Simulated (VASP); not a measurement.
A run of VASP 6.6.1 is set up as follows.

INCAR

```
SYSTEM = Ni
PREC = Accurate
ENCUT = 600
EDIFF = 1E-6
ISMEAR = 0
SIGMA = 0.1
LREAL = .FALSE.
LASPH = .TRUE.
NELM = 150
ALGO = Normal
ISIF = 3
LWAVE = .FALSE.
LCHARG = .FALSE.
ISPIN = 2
MAGMOM = 0.74
LORBIT = 11
LMAXMIX = 4
GGA = PE
IBRION = 2
NSW = 70
EDIFFG = -0.008
PSTRESS = 200.0
```

File KPOINTS:

```
Automatic mesh
0
G
  20 20 20
  0 0 0
```

File POSCAR:

```
Ni
1.0
    0.0000000000      1.7106976088      1.7106976088
    1.7106976088      0.0000000000      1.7106976088
    1.7106976088      1.7106976088      0.0000000000
Ni
1
Direct
    0.0000000000      0.0000000000      0.0000000000
```

Potentials or basis: VASP PAW PBE potentials, release 64 (Ni).

The run is started by

```sh
$ cat potpaw_PBE.64/Ni/POTCAR > POTCAR
$ mpirun -np 1 vasp_std > vasp.out
```

(1) Predict the site moments.

(2) Estimate the net moment.

## Answers

(1) Ni +0.62 μB.

(2) 0.62 μB per cell.
